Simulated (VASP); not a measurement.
## ZrB2: single point with LDA

ZrB2:

```xyz
3
Lattice="3.1650 0.0000 0.0000 -1.5825 2.7410 0.0000 0.0000 0.0000 3.5904" Properties=species:S:1:pos:R:3 pbc="T T T"
Zr    0.0000    0.0000    0.0000
B     0.0000    1.8273    1.7952
B     1.5825    0.9137    1.7952
```

This cell differs from its parent crystal: zz strain of +2 %.

| Item | Value |
| --- | --- |
| Program | VASP 6.6.1 |
| Task | single point |
| Functional | LDA |
| Potentials or basis | VASP PAW LDA potentials, release 64 (Zr_sv, B) |
| Cutoff | 520 eV |
| k mesh | 13 × 13 × 10 |
| Occupations | fermi-dirac, width 0.03 eV |
| Spin | no spin polarisation |
| Dipole correction | no |
| Further INCAR settings | ALGO = Normal; EDIFF = 1e-07; NBANDS = 16 |

The pressure is -11.0 GPa and the band gap on the k mesh is zero (band 9 reaches 10.93 eV, above the bottom of band 10 at 9.96 eV).

Stress tensor (GPa, compression positive):
```
 -9.38   0.00   0.00
  0.00  -9.38   0.00
  0.00   0.00 -14.14
```

Levels at points of the mesh, in eV from the Fermi level:
| k point | band 6 | band 7 | band 8 | band 9 | band 10 | band 11 | band 12 | band 13 |
| --- | --- | --- | --- | --- | --- | --- | --- | --- |
| (0.00, 0.00, 0.00) | -2.68 | -2.54 | -2.54 | -2.49 | 3.26 | 3.26 | 3.88 | 3.88 |
| (0.00, 0.00, 0.50) | -6.95 | -0.93 | -0.93 | 0.41 | 0.41 | 0.69 | 0.69 | 1.42 |

It took 18 s on 1 thread of Intel(R) Xeon(R) 6975P-C (Granite Rapids), with other jobs on the host, peak memory 0.17 GiB.

Caveat: the cell differs from its parent crystal (zz strain of +2 %).
